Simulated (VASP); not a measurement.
# BaS in VASP: settings compared, part 2 of 2

VASP 6.6.1. Earlier steps stand in the parts before.

### Step 4. Single point, PBE (epitaxial xy strain -2.9%)

File INCAR:

```
ALGO = Normal
EDIFF = 1E-7
ENCUT = 520
GGA = PE
ISIF = 2
ISMEAR = -1
LASPH = T
LCHARG = T
LELF = T
LREAL = F
LVHAR = T
LWAVE = F
NBANDS = 15
NELM = 60
PREC = Accurate
SIGMA = 0.02
```

File KPOINTS:

```
k-points
0
Gamma
  6 6 6
```

File POSCAR:

```
BaS
1.0
    3.7241127791      0.0000000000      0.0000000000
    0.0000000000      3.7241127791      0.0000000000
    0.0000000000      0.0000000000      3.8603975376
Ba S
1 1
Direct
    0.0000000000      0.0000000000      0.0000000000
    0.5000000000      0.5000000000      0.5000000000
```

Potentials or basis: VASP PAW PBE potentials, release 64 (Ba_sv, S).

The run is started by

```bash
cat potpaw_PBE.64/Ba_sv/POTCAR potpaw_PBE.64/S/POTCAR > POTCAR
mpirun -np 1 vasp_std > vasp.out
```

OUTCAR:

```text
EDIFF = 1E-7
   ENCUT = 520
   GGA = PE
   ISIF = 2
   ISMEAR = -1
   LASPH = T
   LREAL = F
   NELM = 60
   PREC = Accurate

 ion  position               nearest neighbor table
   1  0.000  0.000  0.000-   2 3.26   2 3.26   2 3.26   2 3.26   2 3.26   2 3.26   2 3.26   2 3.26

   2  0.500  0.500  0.500-   1 3.26   1 3.26   1 3.26   1 3.26   1 3.26   1 3.26   1 3.26   1 3.26

  LATTYP: Found a simple tetragonal cell.
 ALAT       =     3.7241127791
 C/A-ratio  =     1.0365952286

  Lattice vectors:

 A1 = (   3.7241127791,   0.0000000000,   0.0000000000)
 A2 = (   0.0000000000,   3.7241127791,   0.0000000000)
 A3 = (   0.0000000000,   0.0000000000,   3.8603975376)

Analysis of symmetry for initial positions (statically):
=====================================================================
 Subroutine PRICEL returns:
 Original cell was already a primitive cell.

 Routine SETGRP: Setting up the symmetry group for a
 simple tetragonal supercell.

 Subroutine GETGRP returns: Found 16 space group operations
 (whereof 16 operations were pure point group operations)
 out of a pool of 16 trial point group operations.

The static configuration has the point symmetry D_4h.

Analysis of symmetry for dynamics (positions and initial velocities):
=====================================================================
 Subroutine PRICEL returns:
 Original cell was already a primitive cell.

 Routine SETGRP: Setting up the symmetry group for a
 simple tetragonal supercell.

 Subroutine GETGRP returns: Found 16 space group operations
 (whereof 16 operations were pure point group operations)
 out of a pool of 16 trial point group operations.

The dynamic configuration has the point symmetry D_4h.

 Subroutine INISYM returns: Found 16 space group operations
 (whereof 16 operations are pure point group operations),
 and found     1 'primitive' translations

[... 116 lines left out ...]
  Fermi-wavevector in a.u.,A,eV,Ry     =   1.094516  2.068336 16.299318  1.197966
  Thomas-Fermi vector in A             =   2.230823
   LORBIT       =      0    0 simple, 1 ext, 2 COOP (PROOUT), +10 PAW based schemes
   GGA     = PE    functional components
   LHFCALC =     F    Hartree Fock is set to
   AEXX    =    0.0000 exact exchange contribution
   IVDW    =     0    specifies the selected vdW correction
   LEPSILON=     F    determine dielectric tensor
   LRPA    =     F    only Hartree local field effects (RPA)
 non-spin polarized calculation
  energy-cutoff  :      520.00
  volume of cell :       53.54
 maximum number of plane-waves:      1462
 NGX is ok and might be reduce to    28
   NGX = 13   NGY = 13   NGZ = 15

 number of electron      16.0000000 magnetization

 Free energy of the ion-electron system (eV)
  ---------------------------------------------------
  ext. energy  EPLUGINS =         0.00000000
  ---------------------------------------------------
  free energy    TOTEN  =        -9.68486251 eV

  energy without entropy =       -9.68486251  energy(sigma->0) =       -9.68486251

 E-fermi :   3.8943     XC(G=0):  -9.6344

 val. band max:        3.4650683659   @ k =   0.5000   0.0000   0.5000
 cond. band min:       4.6859351873   @ k =   0.0000   0.0000   0.0000
 fundamental gap:      1.2208668214
 Fermi energy:         3.8943343776

 k-point     1 :       0.0000    0.0000    0.0000
  band No.  band energies     occupation
      1     -23.6937      2.00000
      2      -8.5093      2.00000
      3      -8.4078      2.00000
      4      -8.4078      2.00000
      5      -7.8212      2.00000
      6       3.1230      2.00000
      7       3.3815      2.00000
      8       3.3815      2.00000
      9       4.6859      0.00000
     10       4.7222      0.00000
     11       7.6443      0.00000
     12      10.0113      0.00000
     13      10.0113      0.00000
     14      10.3568      0.00000
[... 401 lines left out ...]
      2      -9.7148      2.00000
      3      -9.0582      2.00000
      4      -8.1855      2.00000
      5      -7.1016      2.00000
      6       1.5031      2.00000
      7       2.0738      2.00000
      8       3.2412      2.00000
      9       5.9557      0.00000
     10       7.5185      0.00000
     11       8.3627      0.00000
     12       8.4617      0.00000
     13      10.5124      0.00000
     14      13.2273      0.00000
     15      13.4156      0.00000

 [... further k-points ...]
[... 5 lines left out ...]
  --------------------------------------------------------------------------------------
  -------------------------------------------------------------------------------------
  Total        1.8280865      1.8280865      0.4337412      0.0000000      0.0000000      0.0000000
  in kB       54.7053311     54.7053311     12.9796690      0.0000000      0.0000000      0.0000000
  external PRESSURE =      40.7967770 kB  Pullay stress =       0.0000000 kB

 VOLUME and BASIS-vectors are now :
 -----------------------------------------------------------------------------
  energy-cutoff  :      520.00
  volume of cell :       53.54
      direct lattice vectors                 reciprocal lattice vectors
     3.724112779  0.000000000  0.000000000     0.268520332  0.000000000  0.000000000
     0.000000000  3.724112779  0.000000000     0.000000000  0.268520332  0.000000000
     0.000000000  0.000000000  3.860397538     0.000000000  0.000000000  0.259040679

 POSITION                                       TOTAL-FORCE (eV/Angst)
 -----------------------------------------------------------------------------------
      0.00000      0.00000      0.00000         0.000000      0.000000      0.000000
      1.86206      1.86206      1.93020         0.000000      0.000000      0.000000
 -----------------------------------------------------------------------------------
    total drift:                               -0.000000      0.000000      0.000000

  FREE ENERGIE OF THE ION-ELECTRON SYSTEM (eV)
  ---------------------------------------------------
  free  energy   TOTEN  =        -9.6848625097 eV

  energy  without entropy=       -9.6848625097  energy(sigma->0) =       -9.68486251
```

stdout:

```text
POSCAR found type information on POSCAR BaS
 POSCAR found :  2 types and       2 ions
 scaLAPACK will be used
 LDA part: xc-table for (Slater+PW92), standard interpolation
 POSCAR, INCAR and KPOINTS ok, starting setup
 FFT: planning ... GRIDC
 FFT: planning ... GRID_SOFT
 FFT: planning ... GRID
 WAVECAR not read
 entering main loop
```

Wall time 19 s (1 thread of Intel Xeon Platinum 8488C (Sapphire Rapids), shared host); peak memory 0.18 GiB.

Results:

* Free energy: -9.6849 eV
* Pressure: 4.1 GPa
* Band gap on the k mesh: 1.22 eV, indirect (least direct gap 1.30 eV)

Levels at points of the mesh, in eV from the valence-band top:
```tsv
k point	band 5	band 6	band 7	band 8	band 9	band 10	band 11	band 12
(0.00, 0.00, 0.00)	-11.29	-0.34	-0.08	-0.08	1.22	1.26	4.18	6.55
(0.50, 0.00, 0.00)	-9.87	-3.14	-1.13	-0.73	2.41	6.31	6.44	7.07
(0.50, 0.50, 0.00)	-10.79	-1.49	-1.49	-0.27	2.25	3.01	4.01	4.01
(0.00, 0.00, 0.50)	-9.81	-3.14	-0.79	-0.79	2.22	5.95	6.45	7.46
(0.50, 0.00, 0.50)	-10.87	-1.51	-1.41	0.00	2.07	3.51	4.30	4.55
(0.50, 0.50, 0.50)	-10.40	-3.09	-3.07	-3.07	7.36	7.69	7.69	7.80
```

Caveat: the cell differs from its parent crystal (epitaxial xy strain -2.9%); spin-orbit coupling is left out, which moves the levels of the heavy elements.

### Step 5. Single point, PBE (uniaxial z strain +1.5%)

File INCAR:

```
  PREC = Accurate
  ENCUT = 520
  EDIFF = 1E-6
  ISMEAR = -1
  SIGMA = 0.02
  LREAL = False
  LASPH = True
  NELM = 60
  ALGO = Normal
  ISIF = 2
  LWAVE = False
  LCHARG = False
  GGA = PE
  NBANDS = 15
```

File KPOINTS:

```
regular mesh
0
Gamma
  6 6 6
```

File POSCAR:

```
BaS
1.0
    3.8337582655      0.0000000000      0.0000000000
    0.0000000000      3.8337582655      0.0000000000
    0.0000000000      0.0000000000      3.8904978878
Ba S
1 1
Direct
    0.0000000000      0.0000000000      0.0000000000
    0.5000000000      0.5000000000      0.5000000000
```

Potentials or basis: VASP PAW PBE potentials, release 64 (Ba_sv, S).

The run is started by

```bash
cat potpaw_PBE.64/Ba_sv/POTCAR potpaw_PBE.64/S/POTCAR > POTCAR
mpirun -np 1 vasp_std > vasp.out
```

OUTCAR:

```text
PREC = Accurate
   ENCUT = 520
   EDIFF = 1E-6
   ISMEAR = -1
   LREAL = False
   LASPH = True
   NELM = 60
   ISIF = 2
   GGA = PE

 ion  position               nearest neighbor table
   1  0.000  0.000  0.000-   2 3.34   2 3.34   2 3.34   2 3.34   2 3.34   2 3.34   2 3.34   2 3.34

   2  0.500  0.500  0.500-   1 3.34   1 3.34   1 3.34   1 3.34   1 3.34   1 3.34   1 3.34   1 3.34

  LATTYP: Found a simple tetragonal cell.
 ALAT       =     3.8337582655
 C/A-ratio  =     1.0148000000

  Lattice vectors:

 A1 = (   3.8337582655,   0.0000000000,   0.0000000000)
 A2 = (   0.0000000000,   3.8337582655,   0.0000000000)
 A3 = (   0.0000000000,   0.0000000000,   3.8904978878)

Analysis of symmetry for initial positions (statically):
=====================================================================
 Subroutine PRICEL returns:
 Original cell was already a primitive cell.

 Routine SETGRP: Setting up the symmetry group for a
 simple tetragonal supercell.

 Subroutine GETGRP returns: Found 16 space group operations
 (whereof 16 operations were pure point group operations)
 out of a pool of 16 trial point group operations.

[... 168 lines left out ...]

 k-point     1 :       0.0000    0.0000    0.0000
  band No.  band energies     occupation
      1     -24.2398      2.00000
      2      -9.0697      2.00000
      3      -9.0373      2.00000
      4      -9.0373      2.00000
      5      -8.0943      2.00000
      6       2.7569      2.00000
      7       2.8606      2.00000
      8       2.8606      2.00000
      9       4.3935      0.00000
     10       4.4022      0.00000
     11       6.6805      0.00000
     12       9.3879      0.00000
     13       9.3879      0.00000
     14       9.5169      0.00000
[... 401 lines left out ...]
      2     -10.0460      2.00000
      3      -9.5950      2.00000
      4      -8.8567      2.00000
      5      -7.4663      2.00000
      6       1.1451      2.00000
      7       1.6782      2.00000
      8       2.7677      2.00000
      9       5.5224      0.00000
     10       6.8274      0.00000
     11       7.7941      0.00000
     12       7.8179      0.00000
     13       9.7714      0.00000
     14      12.3959      0.00000
     15      12.8240      0.00000

 [... further k-points ...]
[... 5 lines left out ...]
  --------------------------------------------------------------------------------------
  -------------------------------------------------------------------------------------
  Total        0.3594724      0.3594724     -0.2172768      0.0000000      0.0000000      0.0000000
  in kB       10.0721332     10.0721332     -6.0879264      0.0000000      0.0000000      0.0000000
  external PRESSURE =       4.6854467 kB  Pullay stress =       0.0000000 kB

 VOLUME and BASIS-vectors are now :
 -----------------------------------------------------------------------------
  energy-cutoff  :      520.00
  volume of cell :       57.18
      direct lattice vectors                 reciprocal lattice vectors
     3.833758266  0.000000000  0.000000000     0.260840651  0.000000000  0.000000000
     0.000000000  3.833758266  0.000000000     0.000000000  0.260840651  0.000000000
     0.000000000  0.000000000  3.890497888     0.000000000  0.000000000  0.257036510

 POSITION                                       TOTAL-FORCE (eV/Angst)
 -----------------------------------------------------------------------------------
      0.00000      0.00000      0.00000         0.000000      0.000000      0.000000
      1.91688      1.91688      1.94525         0.000000      0.000000      0.000000
 -----------------------------------------------------------------------------------
    total drift:                                0.000000     -0.000000     -0.000000

  FREE ENERGIE OF THE ION-ELECTRON SYSTEM (eV)
  ---------------------------------------------------
  free  energy   TOTEN  =        -9.7490354627 eV

  energy  without entropy=       -9.7490354627  energy(sigma->0) =       -9.74903546
```

OSZICAR:

```text
N       E                     dE             d eps       ncg     rms          rms(c)
DAV:   1     0.816050198875E+02    0.81605E+02   -0.70445E+03  1200   0.939E+02
DAV:   2    -0.569889631714E+01   -0.87304E+02   -0.80359E+02  1666   0.174E+02
DAV:   3    -0.101015722679E+02   -0.44027E+01   -0.43753E+01  1647   0.399E+01
DAV:   4    -0.101826103069E+02   -0.81038E-01   -0.81027E-01  1449   0.593E+00
DAV:   5    -0.101850807770E+02   -0.24705E-02   -0.24704E-02  1707   0.874E-01    0.475E+00
DAV:   6    -0.975966054307E+01    0.42542E+00   -0.46549E-01  1438   0.482E+00    0.344E+00
DAV:   7    -0.974475951883E+01    0.14901E-01   -0.17491E-01  1543   0.261E+00    0.171E+00
DAV:   8    -0.974925910215E+01   -0.44996E-02   -0.33241E-02  1375   0.113E+00    0.207E-01
DAV:   9    -0.974870959923E+01    0.54950E-03   -0.32647E-03  1564   0.423E-01    0.108E-01
DAV:  10    -0.974892823523E+01   -0.21864E-03   -0.44464E-04  1424   0.148E-01    0.419E-02
DAV:  11    -0.974903512907E+01   -0.10689E-03   -0.15066E-04  1452   0.997E-02    0.267E-02
DAV:  12    -0.974903546274E+01   -0.33367E-06   -0.73164E-06  1627   0.225E-02
   1 F= -.97490355E+01 E0= -.97490355E+01  d E =-.195241E-10
```

It took 19 s on 1 thread of Intel Xeon Platinum 8488C (Sapphire Rapids), shared host; peak memory 0.18 GiB.

Results:

| Item | Value |
| --- | --- |
| Free energy | -9.7490 eV |
| Pressure | 0.5 GPa |
| Band gap on the k mesh | 1.42 eV, indirect (least direct gap 1.53 eV) |

Caveat: the cell differs from its parent crystal (uniaxial z strain +1.5%); spin-orbit coupling is left out, which moves the levels of the heavy elements. A k mesh can miss the band edges.

### Step 6. The runs side by side

```tsv
level	cell	smearing	gap on the mesh (eV)	pressure (GPa)
PBE	a = 3.821 Å, 2 atoms	fermi-dirac 0.02 eV	1.42	1.7
r2SCAN	a = 3.821 Å, 2 atoms	gaussian 0.01 eV	1.79	1.5
PBE	a = 3.724, b = 3.724, c = 3.860 Å, 2 atoms	fermi-dirac 0.02 eV	1.22	4.1
PBE	a = 3.834, b = 3.834, c = 3.890 Å, 2 atoms	fermi-dirac 0.02 eV	1.42	0.5
```

Alike in all rows: task single point; potentials or basis VASP PAW PBE potentials, release 64 (Ba_sv, S); no spin polarisation; k mesh 6 × 6 × 6; cutoff (eV) 520.

Caveats: spin-orbit coupling is left out, which moves the levels of the heavy elements; the PAW data sets were made with another functional, which shifts forces and pressure a little (some runs).

Absolute energies hang on the potentials; compare differences alone.
